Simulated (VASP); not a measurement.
# Al (P6_3/mmc) in VASP: notebook

Al is run at these levels: LDA, BLYP, PBEsol; tasks: single point.

Everything below comes from runs of VASP 6.6.1. Logs are shortened: lines on timing, memory, paths and dates and some standing lists are left out, and cuts for length are marked.

### 1 The cell of the first run

The structure is hexagonal, space group P6_3/mmc (No. 194). The conventional cell has a = 2.827 Å, b = 2.827 Å, c = 9.186 Å, α = 90.00°, β = 90.00°, γ = 120.00°. Al (site symmetry -3m) has 12 Al at 2.82 to 2.83 Å within 3.7 Å. Al (site symmetry -6m2) has 12 Al at 2.82 to 2.83 Å within 3.7 Å.

### 2 Single point, LDA

Input file INCAR:

```
ALGO = Normal
EDIFF = 1E-6
ENCUT = 520
ISIF = 2
ISMEAR = -1
LASPH = T
LCHARG = F
LREAL = F
LWAVE = F
NBANDS = 14
NELM = 100
PREC = Accurate
SIGMA = 0.15
```

Input file KPOINTS:

```
k-points
0
Gamma
  10 10 3
```

Input file POSCAR:

```
Al
1.0
    2.8270770200      0.0000000000      0.0000000000
   -1.4135385100      2.4483205200      0.0000000000
    0.0000000000      0.0000000000      9.1859930700
Al
4
Direct
    0.0000000000      0.0000000000      0.0000000000
    0.3333333333      0.6666666667      0.2500000000
    0.0000000000      0.0000000000      0.5000000000
    0.6666666667      0.3333333333      0.7500000000
```

Potentials or basis: VASP PAW LDA potentials, release 64 (Al).

On the command line:

```
cat potpaw_LDA.64/Al/POTCAR > POTCAR
mpirun -np 1 vasp_std > vasp.out
```

OUTCAR:

```text
EDIFF = 1E-6
   ENCUT = 520
   ISIF = 2
   ISMEAR = -1
   LASPH = T
   LREAL = F
   NELM = 100
   PREC = Accurate

 ion  position               nearest neighbor table
   1  0.000  0.000  0.000-   2 2.82   4 2.82   4 2.82   2 2.82   4 2.82   2 2.82
   2  0.333  0.667  0.250-   1 2.82   3 2.82   1 2.82   3 2.82   1 2.82   3 2.82
   3  0.000  0.000  0.500-   2 2.82   4 2.82   4 2.82   2 2.82   4 2.82   2 2.82
   4  0.667  0.333  0.750-   1 2.82   3 2.82   1 2.82   3 2.82   1 2.82   3 2.82

  LATTYP: Found a hexagonal cell.
 ALAT       =     2.8270770200
 C/A-ratio  =     3.2492899928

  Lattice vectors:

 A1 = (   2.8270770200,   0.0000000000,   0.0000000000)
 A2 = (  -1.4135385100,   2.4483205200,   0.0000000000)
 A3 = (   0.0000000000,   0.0000000000,   9.1859930700)

Analysis of symmetry for initial positions (statically):
=====================================================================
 Subroutine PRICEL returns:
 Original cell was already a primitive cell.

 Routine SETGRP: Setting up the symmetry group for a
 hexagonal supercell.

 Subroutine GETGRP returns: Found 24 space group operations
 (whereof 12 operations were pure point group operations)
 out of a pool of 24 trial point group operations.

The static configuration has the point symmetry D_3d.
 The point group associated with its full space group is D_6h.

Analysis of symmetry for dynamics (positions and initial velocities):
=====================================================================
 Subroutine PRICEL returns:
 Original cell was already a primitive cell.

 Routine SETGRP: Setting up the symmetry group for a
 hexagonal supercell.

 Subroutine GETGRP returns: Found 24 space group operations
 (whereof 12 operations were pure point group operations)
 out of a pool of 24 trial point group operations.

The dynamic configuration has the point symmetry D_3d.
 The point group associated with its full space group is D_6h.

 Subroutine INISYM returns: Found 24 space group operations
 (whereof 12 operations are pure point group operations),
 and found     1 'primitive' translations

----------------------------------------------------------------------------------------

                                     Primitive cell

  volume of cell :      63.5817

  direct lattice vectors                    reciprocal lattice vectors
     2.827077020  0.000000000  0.000000000     0.353722234  0.204221627  0.000000000
    -1.413538510  2.448320520  0.000000000     0.000000000  0.408443254  0.000000000
     0.000000000  0.000000000  9.185993070     0.000000000  0.000000000  0.108861393

  length of vectors
     2.827077020  2.827077022  9.185993070     0.408443254  0.408443254  0.108861393

  position of ions in fractional coordinates (direct lattice)
     0.000000000  0.000000000  0.000000000
     0.333333333  0.666666667  0.250000000
     0.000000000  0.000000000  0.500000000
     0.666666667  0.333333333  0.750000000

  ion indices of the primitive-cell ions
   primitive index   ion index
                 1           1
                 2           2
                 3           3
                 4           4

----------------------------------------------------------------------------------------

 KPOINTS: k-points

Automatic generation of k-mesh.
 Grid dimensions read from file:
 generate k-points for:   10   10    3

 Generating k-lattice:

  Cartesian coordinates                     Fractional coordinates (reciprocal lattice)
     0.035372223  0.020422163  0.000000000     0.100000000  0.000000000  0.000000000
     0.000000000  0.040844325  0.000000000     0.000000000  0.100000000  0.000000000
     0.000000000  0.000000000  0.036287131     0.000000000  0.000000000  0.333333333

  Length of vectors
     0.040844325  0.040844325  0.036287131

  Shift w.r.t. Gamma in fractional coordinates (k-lattice)
     0.000000000  0.000000000  0.000000000

 Subroutine IBZKPT returns following result:
 ===========================================

 Found     28 irreducible k-points:

 Following reciprocal coordinates:
            Coordinates               Weight
  0.000000  0.000000  0.000000      1.000000
  0.100000  0.000000  0.000000      6.000000
  0.200000  0.000000  0.000000      6.000000
  0.300000 -0.000000  0.000000      6.000000
  0.400000  0.000000  0.000000      6.000000
  0.500000  0.000000  0.000000      3.000000
[... 16 lines left out ...]
  0.300000  0.100000  0.333333     24.000000
  0.400000  0.100000  0.333333     24.000000
 [... further k-points ...]
   k-points           NKPTS =     28   k-points in BZ     NKDIM =     28   number of bands    NBANDS=     14
   number of dos      NEDOS =    301   number of ions     NIONS =      4
   total plane-waves  NPLWV =  40320
   dimension x,y,z NGX =    24 NGY =   24 NGZ =   70
   dimension x,y,z NGXF=    48 NGYF=   48 NGZF=  140
   ions per type =               4
   NGX,Y,Z   is equivalent  to a cutoff of  14.11, 14.11, 12.67 a.u.
   NGXF,Y,Z  is equivalent  to a cutoff of  28.23, 28.23, 25.34 a.u.
 SYSTEM =  unknown system
   PREC   = accura    normal or accurate (medium, high low for compatibility)
   ISTART =      0    job   : 0-new  1-cont  2-samecut
   ICHARG =      2    charge: 1-file 2-atom 10-const
   ISPIN  =      1    spin polarized calculation?
   LNONCOLLINEAR =      F non collinear calculations
   LSORBIT =      F    spin-orbit coupling
   LASPH  =      T    aspherical Exc in radial PAW
   ENCUT  =  520.0 eV  38.22 Ry    6.18 a.u.   5.26  5.26 17.08*2*pi/ulx,y,z
   NELM   =    100;   NELMIN=  2; NELMDL= -5     # of ELM steps
   EDIFF  = 0.1E-05   stopping-criterion for ELM
   LREAL  =      F    real-space projection
   EDIFFG = 0.1E-04   stopping-criterion for IOM
   NSW    =      0    number of steps for IOM
   IBRION =     -1    ionic relax: 0-MD 1-quasi-New 2-CG
   NFREE  =      0    steps in history (QN), initial steepest desc. (CG)
   ISIF   =      2    stress and relaxation
   ISYM   =      2    0-nonsym 1-usesym 2-fastsym
   POTIM  = 0.5000    time-step for ionic-motion
   TEBEG  =    0.0;   TEEND  =   0.0 temperature during run
   PSTRESS=    0.0 pullay stress
   NELECT =      12.0000    total number of electrons
   NUPDOWN=      -1.0000    fix difference up-down
   EMIN   =  10.00;   EMAX   =-10.00  energy-range for DOS
   EFERMI =   0.00;   METHOD = LEGACY
   ISMEAR =    -1;   SIGMA  =   0.15  broadening in eV -4-tet -1-fermi 0-gaus
   EFERMI_NEDOS =   21; number of points for ismear=-14 and -15
   IALGO  =     38    algorithm
   IMIX   =      4    mixing-type and parameters
     AMIX     =   0.40;   BMIX     =  1.00
     AMIX_MAG =   1.60;   BMIX_MAG =  1.00
  volume/ion in A,a.u.               =      15.90       107.27
  Fermi-wavevector in a.u.,A,eV,Ry     =   0.939055  1.774557 11.997959  0.881825
  Thomas-Fermi vector in A             =   2.066329
   LORBIT       =      0    0 simple, 1 ext, 2 COOP (PROOUT), +10 PAW based schemes
   GGA     = CA    functional components
   LHFCALC =     F    Hartree Fock is set to
   AEXX    =    0.0000 exact exchange contribution
   IVDW    =     0    specifies the selected vdW correction
   LEPSILON=     F    determine dielectric tensor
   LRPA    =     F    only Hartree local field effects (RPA)
 non-spin polarized calculation
  energy-cutoff  :      520.00
  volume of cell :       63.58
 maximum number of plane-waves:      1738
 NGX is ok and might be reduce to    24
   NGX = 11   NGY = 11   NGZ = 35

 number of electron      12.0000000 magnetization

 Free energy of the ion-electron system (eV)
  ---------------------------------------------------
  ext. energy  EPLUGINS =         0.00000000
  ---------------------------------------------------
  free energy    TOTEN  =       -16.79198326 eV

  energy without entropy =      -16.69658427  energy(sigma->0) =      -16.74428377

 E-fermi :   8.2227     XC(G=0): -10.4832

 val. band max:        8.2153877805   @ k =   0.4000   0.2000   0.3333
 cond. band min:       8.3312249198   @ k =   0.4000   0.1000   0.0000
 fundamental gap:      0.1158371392
 Fermi energy:         8.2227160310

 k-point     1 :       0.0000    0.0000    0.0000
  band No.  band energies     occupation
      1      -3.1769      2.00000
      2      -1.4390      2.00000
      3      -1.4372      2.00000
      4       3.5137      2.00000
      5       3.8018      2.00000
      6      11.7743      0.00000
      7      11.7885      0.00000
      8      18.9464      0.00000
      9      18.9464      0.00000
     10      19.1392      0.00000
     11      19.1392      0.00000
     12      20.1299      0.00000
     13      20.1316      0.00000
     14      20.3228      0.00000

 k-point     2 :       0.1000    0.0000    0.0000
  band No.  band energies     occupation
      1      -2.9309      2.00000
      2      -1.1960      2.00000
      3      -1.1943      2.00000
      4       3.7407      2.00000
      5       4.0414      2.00000
      6      11.9606      0.00000
      7      11.9882      0.00000
      8      15.7191      0.00000
      9      17.1171      0.00000
     10      17.1618      0.00000
     11      17.2078      0.00000
     12      18.6173      0.00000
     13      18.6280      0.00000
     14      18.7412      0.00000

 k-point     3 :       0.2000    0.0000    0.0000
  band No.  band energies     occupation
      1      -2.1954      2.00000
      2      -0.4697      2.00000
      3      -0.4685      2.00000
      4       4.4212      2.00000
      5       4.7498      2.00000
      6      11.6683      0.00000
      7      12.4001      0.00000
      8      12.9413      0.00000
      9      13.4927      0.00000
     10      13.7935      0.00000
     11      15.7001      0.00000
     12      17.0048      0.00000
     13      17.1776      0.00000
     14      17.1794      0.00000
[... 324 lines left out ...]
 k-point    23 :       0.3000    0.1000    0.3333
  band No.  band energies     occupation
      1       0.1767      2.00000
      2       0.7440      2.00000
      3       2.9829      2.00000
      4       4.6181      2.00000
      5       7.2063      1.99772
      6       7.7208      1.93196
      7       9.1895      0.00317
      8       9.9517      0.00002
      9      11.2709      0.00000
     10      11.5754      0.00000
     11      12.3109      0.00000
     12      12.6983      0.00000
     13      14.5931      0.00000
     14      15.7851      0.00000

 k-point    24 :       0.4000    0.1000    0.3333
  band No.  band energies     occupation
      1       2.0817      2.00000
      2       2.6370      2.00000
      3       4.4000      2.00000
      4       4.6116      2.00000
      5       5.2589      2.00000
      6       6.4433      1.99999
      7       7.3739      1.99305
      8       8.8455      0.03097
      9      10.6614      0.00000
     10      11.4463      0.00000
     11      12.0639      0.00000
     12      13.0869      0.00000
     13      13.9342      0.00000
     14      14.2803      0.00000

 [... further k-points ...]
[... 5 lines left out ...]
  --------------------------------------------------------------------------------------
  -------------------------------------------------------------------------------------
  Total       -0.3800754     -0.3800754      0.6095371      0.0000000      0.0000000      0.0000000
  in kB       -9.5774158     -9.5774158     15.3595579      0.0000000      0.0000000      0.0000000
  external PRESSURE =      -1.2650912 kB  Pullay stress =       0.0000000 kB

 VOLUME and BASIS-vectors are now :
 -----------------------------------------------------------------------------
  energy-cutoff  :      520.00
  volume of cell :       63.58
      direct lattice vectors                 reciprocal lattice vectors
     2.827077020  0.000000000  0.000000000     0.353722234  0.204221627  0.000000000
    -1.413538510  2.448320520  0.000000000     0.000000000  0.408443254  0.000000000
     0.000000000  0.000000000  9.185993070     0.000000000  0.000000000  0.108861393

 POSITION                                       TOTAL-FORCE (eV/Angst)
 -----------------------------------------------------------------------------------
      0.00000      0.00000      0.00000         0.000000      0.000000      0.000000
     -0.00000      1.63221      2.29650         0.000000     -0.000000      0.000000
      0.00000      0.00000      4.59300         0.000000      0.000000      0.000000
      1.41354      0.81611      6.88949        -0.000000     -0.000000     -0.000000
 -----------------------------------------------------------------------------------
    total drift:                               -0.000000      0.000000      0.000000

  FREE ENERGIE OF THE ION-ELECTRON SYSTEM (eV)
  ---------------------------------------------------
  free  energy   TOTEN  =       -16.7919832576 eV

  energy  without entropy=      -16.6965842728  energy(sigma->0) =      -16.74428377
```

Run time: 19 s. Hardware: 1 thread of Intel Xeon Platinum 8259CL at 2.50GHz (Skylake/Cascade Lake), shared host; peak memory 0.16 GiB.

Results:

| Property | Result |
| --- | --- |
| Free energy | -16.7920 eV |
| Pressure | -0.1 GPa |
| Band gap on the k mesh | zero (band 6 reaches 12.22 eV, above the bottom of band 7 at 6.78 eV) |

Stress tensor (GPa, compression positive):
```
-0.96  0.00  0.00
 0.00 -0.96  0.00
 0.00  0.00  1.54
```

Levels at points of the mesh, in eV from the Fermi level:
| k point | band 2 | band 3 | band 4 | band 5 | band 6 | band 7 | band 8 | band 9 |
| --- | --- | --- | --- | --- | --- | --- | --- | --- |
| (0.00, 0.00, 0.00) | -9.66 | -9.66 | -4.71 | -4.42 | 3.55 | 3.57 | 10.72 | 10.72 |
| (0.50, 0.00, 0.00) | -5.33 | -4.05 | -3.97 | -3.44 | -3.35 | 0.80 | 1.26 | 1.35 |

### 3 Single point, BLYP

Input file INCAR:

```
PREC = Accurate ; ENCUT = 520
EDIFF = 1E-7 ; ISMEAR = -1
SIGMA = 0.15 ; LREAL = False
LASPH = True ; NELM = 60
ALGO = Normal ; ISIF = 2
LWAVE = False ; LCHARG = False
GGA = B5 ; ALDAX = 1.0
AGGAX = 1.0 ; AGGAC = 1.0
ALDAC = 0.0 ; NBANDS = 14
```

Input file KPOINTS:

```
Automatic mesh
0
Gamma
  10 10 3
```

POSCAR is that of step 2.

Potentials or basis: VASP PAW PBE potentials, release 64 (Al).

On the command line:

```
cat potpaw_PBE.64/Al/POTCAR > POTCAR
mpirun -np 1 vasp_std > vasp.out
```

It took 31 s on 1 thread of Intel Xeon Platinum 8259CL at 2.50GHz (Skylake/Cascade Lake), shared host; peak memory 0.18 GiB.

It converged, with:

| Property | Result |
| --- | --- |
| Free energy | -10.7183 eV |
| Pressure | 6.9 GPa |
| Band gap on the k mesh | zero (band 6 reaches 12.90 eV, above the bottom of band 7 at 7.46 eV) |

Stress tensor (GPa, compression positive):
```
6.03 0.00 0.00
0.00 6.03 0.00
0.00 0.00 8.58
```

Levels at points of the mesh, in eV from the Fermi level:
```
           k point  band 3  band 4  band 5  band 6  band 7  band 8
(0.00, 0.00, 0.00)   -9.69   -4.69   -4.49    3.53    3.56   10.71
(0.50, 0.00, 0.00)   -4.07   -3.97   -3.49   -3.36    0.81    1.31
```

Caveat: the PAW data sets were made with another functional, which shifts forces and pressure a little.

(Continued in part 2 of 2.)
